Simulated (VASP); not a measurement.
# GaF (Pm-3m) in VASP: further runs

GaF is run at these levels: PBE; tasks: single point.

All numbers are computed with VASP 6.6.1; they aren't measurements. Logs are shortened: lines on timing, memory, paths and dates and some standing lists are left out, and cuts for length are marked.

### Step 1. The cell of the first run

It takes space group Pm-3m (No. 221, cubic). The conventional cell has a = 3.145 Å, b = 3.145 Å, c = 3.145 Å, α = 90.00°, β = 90.00°, γ = 90.00°. Within 3.6 Å of Ga (site symmetry m-3m) lie 8 F at 2.72 Å and 6 Ga at 3.14 Å. Within 3.6 Å of F (site symmetry m-3m) lie 8 Ga at 2.72 Å and 6 F at 3.14 Å.

### Step 2. Single point, PBE (volume scaled by 0.98)

Input file INCAR:

```
SYSTEM = GaF
PREC = Accurate
ENCUT = 520
EDIFF = 1E-6
ISMEAR = -1
SIGMA = 0.05
LREAL = .FALSE.
LASPH = .TRUE.
NELM = 80
ALGO = Normal
ISIF = 2
LWAVE = .FALSE.
LCHARG = .FALSE.
GGA = PE
NBANDS = 17
```

Input file KPOINTS:

```
Automatic mesh
0
G
  8 8 8
  0 0 0
```

Input file POSCAR:

```
GaF
1.0
    3.1446715745      0.0000000000      0.0000000000
    0.0000000000      3.1446715745      0.0000000000
    0.0000000000      0.0000000000      3.1446715745
Ga F
1 1
Direct
    0.0000000000      0.0000000000      0.0000000000
    0.5000000000      0.5000000000      0.5000000000
```

Potentials or basis: VASP PAW PBE potentials, release 64 (Ga_d, F).

The run is started by

```sh
$ cat potpaw_PBE.64/Ga_d/POTCAR potpaw_PBE.64/F/POTCAR > POTCAR
$ mpirun -np 1 vasp_std > vasp.out
```

OUTCAR:

```text
SYSTEM = GaF
   PREC = Accurate
   ENCUT = 520
   EDIFF = 1E-6
   ISMEAR = -1
   LREAL = .FALSE.
   LASPH = .TRUE.
   NELM = 80
   ISIF = 2
   GGA = PE

 ion  position               nearest neighbor table
   1  0.000  0.000  0.000-
   2  0.500  0.500  0.500-

  LATTYP: Found a simple cubic cell.
 ALAT       =     3.1446715745

  Lattice vectors:

 A1 = (   3.1446715745,   0.0000000000,   0.0000000000)
 A2 = (   0.0000000000,   3.1446715745,   0.0000000000)
 A3 = (   0.0000000000,   0.0000000000,   3.1446715745)

Analysis of symmetry for initial positions (statically):
=====================================================================
 Subroutine PRICEL returns:
 Original cell was already a primitive cell.

 Routine SETGRP: Setting up the symmetry group for a
 simple cubic supercell.

 Subroutine GETGRP returns: Found 48 space group operations
 (whereof 48 operations were pure point group operations)
 out of a pool of 48 trial point group operations.

The static configuration has the point symmetry O_h .

Analysis of symmetry for dynamics (positions and initial velocities):
=====================================================================
 Subroutine PRICEL returns:
 Original cell was already a primitive cell.

 Routine SETGRP: Setting up the symmetry group for a
 simple cubic supercell.

 Subroutine GETGRP returns: Found 48 space group operations
 (whereof 48 operations were pure point group operations)
 out of a pool of 48 trial point group operations.

The dynamic configuration has the point symmetry O_h .

 Subroutine INISYM returns: Found 48 space group operations
 (whereof 48 operations are pure point group operations),
 and found     1 'primitive' translations

----------------------------------------------------------------------------------------

                                     Primitive cell

  volume of cell :      31.0975

  direct lattice vectors                    reciprocal lattice vectors
     3.144671574  0.000000000  0.000000000     0.317998232  0.000000000  0.000000000
     0.000000000  3.144671574  0.000000000     0.000000000  0.317998232  0.000000000
     0.000000000  0.000000000  3.144671574     0.000000000  0.000000000  0.317998232

  length of vectors
     3.144671574  3.144671574  3.144671574     0.317998232  0.317998232  0.317998232

  position of ions in fractional coordinates (direct lattice)
     0.000000000  0.000000000  0.000000000
     0.500000000  0.500000000  0.500000000

  ion indices of the primitive-cell ions
   primitive index   ion index
                 1           1
                 2           2

----------------------------------------------------------------------------------------

 KPOINTS: Automatic mesh

Automatic generation of k-mesh.
 Grid dimensions read from file:
 generate k-points for:    8    8    8

 Generating k-lattice:

  Cartesian coordinates                     Fractional coordinates (reciprocal lattice)
     0.039749779  0.000000000  0.000000000     0.125000000  0.000000000  0.000000000
     0.000000000  0.039749779  0.000000000     0.000000000  0.125000000  0.000000000
     0.000000000  0.000000000  0.039749779     0.000000000  0.000000000  0.125000000

  Length of vectors
     0.039749779  0.039749779  0.039749779

  Shift w.r.t. Gamma in fractional coordinates (k-lattice)
     0.000000000  0.000000000  0.000000000

 Subroutine IBZKPT returns following result:
 ===========================================

 Found     35 irreducible k-points:

 Following reciprocal coordinates:
            Coordinates               Weight
  0.000000  0.000000  0.000000      1.000000
  0.125000  0.000000  0.000000      6.000000
  0.250000  0.000000  0.000000      6.000000
  0.375000  0.000000  0.000000      6.000000
  0.500000  0.000000  0.000000      3.000000
  0.125000  0.125000  0.000000     12.000000
[... 16 lines left out ...]
  0.375000  0.375000  0.125000     24.000000
  0.500000  0.375000  0.125000     24.000000
 [... further k-points ...]
   k-points           NKPTS =     35   k-points in BZ     NKDIM =     35   number of bands    NBANDS=     17
   number of dos      NEDOS =    301   number of ions     NIONS =      2
   total plane-waves  NPLWV =  13824
   dimension x,y,z NGX =    24 NGY =   24 NGZ =   24
   dimension x,y,z NGXF=    48 NGYF=   48 NGZF=   48
   ions per type =               1   1
   NGX,Y,Z   is equivalent  to a cutoff of  12.69, 12.69, 12.69 a.u.
   NGXF,Y,Z  is equivalent  to a cutoff of  25.38, 25.38, 25.38 a.u.
 SYSTEM =  GaF
   PREC   = accura    normal or accurate (medium, high low for compatibility)
   ISTART =      0    job   : 0-new  1-cont  2-samecut
   ICHARG =      2    charge: 1-file 2-atom 10-const
   ISPIN  =      1    spin polarized calculation?
   LNONCOLLINEAR =      F non collinear calculations
   LSORBIT =      F    spin-orbit coupling
   LASPH  =      T    aspherical Exc in radial PAW
   ENCUT  =  520.0 eV  38.22 Ry    6.18 a.u.   5.85  5.85  5.85*2*pi/ulx,y,z
   NELM   =     80;   NELMIN=  2; NELMDL= -5     # of ELM steps
   EDIFF  = 0.1E-05   stopping-criterion for ELM
   LREAL  =      F    real-space projection
   EDIFFG = 0.1E-04   stopping-criterion for IOM
   NSW    =      0    number of steps for IOM
   IBRION =     -1    ionic relax: 0-MD 1-quasi-New 2-CG
   NFREE  =      0    steps in history (QN), initial steepest desc. (CG)
   ISIF   =      2    stress and relaxation
   ISYM   =      2    0-nonsym 1-usesym 2-fastsym
   POTIM  = 0.5000    time-step for ionic-motion
   TEBEG  =    0.0;   TEEND  =   0.0 temperature during run
   PSTRESS=    0.0 pullay stress
   NELECT =      20.0000    total number of electrons
   NUPDOWN=      -1.0000    fix difference up-down
   EMIN   =  10.00;   EMAX   =-10.00  energy-range for DOS
   EFERMI =   0.00;   METHOD = LEGACY
   ISMEAR =    -1;   SIGMA  =   0.05  broadening in eV -4-tet -1-fermi 0-gaus
   EFERMI_NEDOS =   21; number of points for ismear=-14 and -15
   IALGO  =     38    algorithm
   IMIX   =      4    mixing-type and parameters
     AMIX     =   0.40;   BMIX     =  1.00
     AMIX_MAG =   1.60;   BMIX_MAG =  1.00
  volume/ion in A,a.u.               =      15.55       104.93
  Fermi-wavevector in a.u.,A,eV,Ry     =   1.413111  2.670392 27.169229  1.996882
  Thomas-Fermi vector in A             =   2.534790
   LORBIT       =      0    0 simple, 1 ext, 2 COOP (PROOUT), +10 PAW based schemes
   GGA     = PE    functional components
   LHFCALC =     F    Hartree Fock is set to
   AEXX    =    0.0000 exact exchange contribution
   IVDW    =     0    specifies the selected vdW correction
   LEPSILON=     F    determine dielectric tensor
   LRPA    =     F    only Hartree local field effects (RPA)
 non-spin polarized calculation
  energy-cutoff  :      520.00
  volume of cell :       31.10
 maximum number of plane-waves:       860
 NGX is ok and might be reduce to    24
   NGX = 11   NGY = 11   NGZ = 11

 number of electron      19.9999982 magnetization

 Free energy of the ion-electron system (eV)
  ---------------------------------------------------
  ext. energy  EPLUGINS =         0.00000000
  ---------------------------------------------------
  free energy    TOTEN  =        -7.43060239 eV

  energy without entropy =       -7.43033948  energy(sigma->0) =       -7.43047093

 E-fermi :   2.9507     XC(G=0): -10.1871

 val. band max:        2.8898989492   @ k =   0.5000   0.5000   0.5000
 cond. band min:       3.0755263289   @ k =   0.5000   0.0000   0.0000
 fundamental gap:      0.1856273797
 Fermi energy:         2.9507343349

 k-point     1 :       0.0000    0.0000    0.0000
  band No.  band energies     occupation
      1     -19.5897      2.00000
      2     -11.5535      2.00000
      3     -11.5535      2.00000
      4     -11.3765      2.00000
      5     -11.3765      2.00000
      6     -11.3765      2.00000
[... 9 lines left out ...]
     16      19.8776      0.00000
     17      25.8213      0.00000

 k-point     2 :       0.1250    0.0000    0.0000
  band No.  band energies     occupation
      1     -19.5669      2.00000
      2     -11.5520      2.00000
      3     -11.5351      2.00000
      4     -11.3840      2.00000
      5     -11.3840      2.00000
      6     -11.3759      2.00000
[... 9 lines left out ...]
     16      20.6833      0.00000
     17      23.7494      0.00000

 k-point     3 :       0.2500    0.0000    0.0000
  band No.  band energies     occupation
      1     -19.5120      2.00000
      2     -11.5483      2.00000
      3     -11.4915      2.00000
      4     -11.4022      2.00000
      5     -11.4022      2.00000
      6     -11.3744      2.00000
[... 9 lines left out ...]
     16      20.7985      0.00000
     17      22.0852      0.00000

 k-point     4 :       0.3750    0.0000    0.0000
  band No.  band energies     occupation
      1     -19.4556      2.00000
      2     -11.5446      2.00000
      3     -11.4491      2.00000
      4     -11.4202      2.00000
      5     -11.4202      2.00000
      6     -11.3729      2.00000
[... 9 lines left out ...]
     16      18.5577      0.00000
     17      20.9714      0.00000

 k-point     5 :       0.5000    0.0000    0.0000
  band No.  band energies     occupation
      1     -19.4317      2.00000
      2     -11.5431      2.00000
      3     -11.4320      2.00000
      4     -11.4276      2.00000
      5     -11.4276      2.00000
      6     -11.3723      2.00000
[... 9 lines left out ...]
     16      19.4573      0.00000
     17      20.5996      0.00000

 k-point     6 :       0.1250    0.1250    0.0000
  band No.  band energies     occupation
      1     -19.5453      2.00000
      2     -11.5422      2.00000
      3     -11.5246      2.00000
      4     -11.3909      2.00000
      5     -11.3843      2.00000
      6     -11.3822      2.00000
[... 9 lines left out ...]
     16      20.8411      0.00000
     17      21.9072      0.00000
[... 281 lines left out ...]
 k-point    21 :       0.3750    0.2500    0.1250
  band No.  band energies     occupation
      1     -19.3813      2.00000
      2     -11.4878      2.00000
      3     -11.4385      2.00000
      4     -11.4188      2.00000
      5     -11.4091      2.00000
      6     -11.4013      2.00000
[... 9 lines left out ...]
     16      19.2739      0.00000
     17      20.3256      0.00000

 k-point    22 :       0.5000    0.2500    0.1250
  band No.  band energies     occupation
      1     -19.3617      2.00000
      2     -11.4852      2.00000
      3     -11.4458      2.00000
      4     -11.4233      2.00000
      5     -11.4043      2.00000
      6     -11.3880      2.00000
[... 9 lines left out ...]
     16      19.7952      0.00000
     17      20.2468      0.00000

 k-point    23 :       0.3750    0.3750    0.1250
  band No.  band energies     occupation
      1     -19.3399      2.00000
      2     -11.4719      2.00000
      3     -11.4476      2.00000
      4     -11.4212      2.00000
      5     -11.4182      2.00000
      6     -11.3700      2.00000
[... 9 lines left out ...]
     16      18.5917      0.00000
     17      20.2328      0.00000

 k-point    24 :       0.5000    0.3750    0.1250
  band No.  band energies     occupation
      1     -19.3228      2.00000
      2     -11.4671      2.00000
      3     -11.4520      2.00000
      4     -11.4258      2.00000
      5     -11.4204      2.00000
      6     -11.3526      2.00000
[... 9 lines left out ...]
     16      18.4605      0.00000
     17      20.7569      0.00000

 [... further k-points ...]
[... 5 lines left out ...]
  --------------------------------------------------------------------------------------
  -------------------------------------------------------------------------------------
  Total        0.1533324      0.1533324      0.1533324      0.0000000      0.0000000      0.0000000
  in kB        7.8998479      7.8998479      7.8998479      0.0000000      0.0000000      0.0000000
  external PRESSURE =       7.8998479 kB  Pullay stress =       0.0000000 kB

 VOLUME and BASIS-vectors are now :
 -----------------------------------------------------------------------------
  energy-cutoff  :      520.00
  volume of cell :       31.10
      direct lattice vectors                 reciprocal lattice vectors
     3.144671574  0.000000000  0.000000000     0.317998232  0.000000000  0.000000000
     0.000000000  3.144671574  0.000000000     0.000000000  0.317998232  0.000000000
     0.000000000  0.000000000  3.144671574     0.000000000  0.000000000  0.317998232

 POSITION                                       TOTAL-FORCE (eV/Angst)
 -----------------------------------------------------------------------------------
      0.00000      0.00000      0.00000         0.000000      0.000000      0.000000
      1.57234      1.57234      1.57234         0.000000      0.000000      0.000000
 -----------------------------------------------------------------------------------
    total drift:                                0.000000      0.000000     -0.000000

  FREE ENERGIE OF THE ION-ELECTRON SYSTEM (eV)
  ---------------------------------------------------
  free  energy   TOTEN  =        -7.4306023923 eV

  energy  without entropy=       -7.4303394756  energy(sigma->0) =       -7.43047093
```

Run time: 9.2 s. Hardware: 1 thread of Intel Xeon Platinum 8488C (Sapphire Rapids), shared host; peak memory 0.14 GiB.

What came out:

```
Free energy            : -7.4306 eV
Pressure               : 0.8 GPa
Band gap on the k mesh : 0.19 eV, indirect (least direct gap 1.06 eV)
```

Levels at points of the mesh, in eV from the valence-band top:
| k point | band 8 | band 9 | band 10 | band 11 | band 12 | band 13 |
| --- | --- | --- | --- | --- | --- | --- |
| (0.00, 0.00, 0.00) | -3.66 | -3.66 | -3.66 | 8.33 | 8.33 | 8.33 |
| (0.50, 0.00, 0.00) | -3.38 | -3.38 | -0.88 | 0.19 | 8.46 | 8.46 |
| (0.50, 0.50, 0.00) | -5.12 | -3.28 | -2.74 | 3.35 | 3.35 | 9.09 |
| (0.50, 0.50, 0.50) | -4.24 | -4.24 | 0.00 | 2.21 | 2.21 | 2.21 |

 A k mesh can miss the band edges.

### Step 3. Single point, PBE (volume scaled by 1.02)

Changes to INCAR since step 2:

```diff
@@ -8,3 +8,3 @@
 LASPH = .TRUE.
-NELM = 80
+NELM = 60
 ALGO = Normal
```

KPOINTS is that of step 2.

Input file POSCAR:

```
GaF
1.0
    3.1868869687      0.0000000000      0.0000000000
    0.0000000000      3.1868869687      0.0000000000
    0.0000000000      0.0000000000      3.1868869687
Ga F
1 1
Direct
    0.0000000000      0.0000000000      0.0000000000
    0.5000000000      0.5000000000      0.5000000000
```

Potentials or basis: VASP PAW PBE potentials, release 64 (Ga_d, F).

The run is started by

```sh
$ cat potpaw_PBE.64/Ga_d/POTCAR potpaw_PBE.64/F/POTCAR > POTCAR
$ mpirun -np 1 vasp_std > vasp.out
```

Wall time 8.1 s (1 thread of Intel Xeon Platinum 8488C (Sapphire Rapids), shared host); peak memory 0.14 GiB.

Results (log left out):

```yaml
Free_energy: -7.4316 eV
Pressure: -1.0 GPa
Band_gap_on_the_k_mesh: 0.48 eV, indirect (least direct gap 1.18 eV)
```

Levels at points of the mesh, in eV from the valence-band top:
| k point | band 8 | band 9 | band 10 | band 11 | band 12 | band 13 |
| --- | --- | --- | --- | --- | --- | --- |
| (0.00, 0.00, 0.00) | -3.25 | -3.25 | -3.25 | 8.31 | 8.31 | 8.31 |
| (0.50, 0.00, 0.00) | -2.98 | -2.98 | -0.70 | 0.48 | 8.46 | 8.46 |
| (0.50, 0.50, 0.00) | -4.63 | -2.89 | -2.55 | 3.52 | 3.52 | 9.21 |
| (0.50, 0.50, 0.50) | -3.79 | -3.79 | 0.00 | 2.47 | 2.47 | 2.47 |

 A k mesh can miss the band edges.

### Step 4. Single point, PBE (volume scaled by 1.04)

Input file INCAR:

```
PREC = Accurate
ENCUT = 520
EDIFF = 1E-6
ISMEAR = -1
SIGMA = 0.05
LREAL = False
LASPH = True
NELM = 80
ALGO = Normal
ISIF = 2
LWAVE = False
LCHARG = False
GGA = PE
NBANDS = 17
```

Input file KPOINTS:

```
Automatic mesh
0
Gamma
  8 8 8
```

Input file POSCAR:

```
GaF
1.0
    3.2075816197      0.0000000000      0.0000000000
    0.0000000000      3.2075816197      0.0000000000
    0.0000000000      0.0000000000      3.2075816197
Ga F
1 1
Direct
    0.0000000000      0.0000000000      0.0000000000
    0.5000000000      0.5000000000      0.5000000000
```

The run is started by

```sh
$ cat potpaw_PBE.64/Ga_d/POTCAR potpaw_PBE.64/F/POTCAR > POTCAR
$ mpirun -np 1 vasp_std > vasp.out
```

It took 9.4 s on 1 thread of Intel Xeon Platinum 8488C (Sapphire Rapids), shared host; peak memory 0.15 GiB.

Results (log left out):

```yaml
Free_energy: -7.4272 eV
Pressure: -1.7 GPa
Band_gap_on_the_k_mesh: 0.62 eV, indirect (least direct gap 1.23 eV)
```

Levels at points of the mesh, in eV from the valence-band top:
```
           k point  band 7  band 8  band 9  band 10  band 11  band 12  band 13  band 14
(0.00, 0.00, 0.00)   -5.76   -3.05   -3.05    -3.05     8.31     8.31     8.31     9.94
(0.50, 0.00, 0.00)   -6.36   -2.80   -2.80    -0.61     0.62     8.47     8.47    12.60
(0.50, 0.50, 0.00)   -4.39   -4.39   -2.71    -2.46     3.60     3.60     9.27    10.22
(0.50, 0.50, 0.50)   -3.58   -3.58   -3.58     0.00     2.60     2.60     2.60    11.97
```

 A k mesh can miss the band edges.

### Step 5. Single point, PBE (volume scaled by 1.06)

Input file INCAR:

```
SYSTEM = GaF
  PREC = Accurate
  ENCUT = 520
  EDIFF = 1E-6
  ISMEAR = -1
  SIGMA = 0.05
  LREAL = .FALSE.
  LASPH = .TRUE.
  NELM = 100
  ALGO = Normal
  ISIF = 2
  LWAVE = .FALSE.
  LCHARG = .FALSE.
  GGA = PE
  NBANDS = 17
```

Input file KPOINTS:

```
Automatic mesh
0
G
  8 8 8
  0 0 0
```

Input file POSCAR:

```
GaF
1.0
    3.2280126268      0.0000000000      0.0000000000
    0.0000000000      3.2280126268      0.0000000000
    0.0000000000      0.0000000000      3.2280126268
Ga F
1 1
Direct
    0.0000000000      0.0000000000      0.0000000000
    0.5000000000      0.5000000000      0.5000000000
```

The run is started by

```sh
$ cat potpaw_PBE.64/Ga_d/POTCAR potpaw_PBE.64/F/POTCAR > POTCAR
$ mpirun -np 1 vasp_std > vasp.out
```

Run time: 9.7 s. Hardware: 1 thread of Intel Xeon Platinum 8488C (Sapphire Rapids), shared host; peak memory 0.14 GiB.

The run converged. Its results:

* Free energy: -7.4198 eV
* Pressure: -2.4 GPa
* Band gap on the k mesh: 0.75 eV, indirect (least direct gap 1.29 eV)

Levels at points of the mesh, in eV from the valence-band top:
| k point | band 8 | band 9 | band 10 | band 11 | band 12 | band 13 |
| --- | --- | --- | --- | --- | --- | --- |
| (0.00, 0.00, 0.00) | -2.86 | -2.86 | -2.86 | 8.30 | 8.30 | 8.30 |
| (0.50, 0.00, 0.00) | -2.62 | -2.62 | -0.53 | 0.75 | 8.47 | 8.47 |
| (0.50, 0.50, 0.00) | -4.17 | -2.53 | -2.37 | 3.67 | 3.67 | 9.32 |
| (0.50, 0.50, 0.50) | -3.38 | -3.38 | 0.00 | 2.72 | 2.72 | 2.72 |

 A k mesh can miss the band edges.

(Continued in part 2 of 2.)
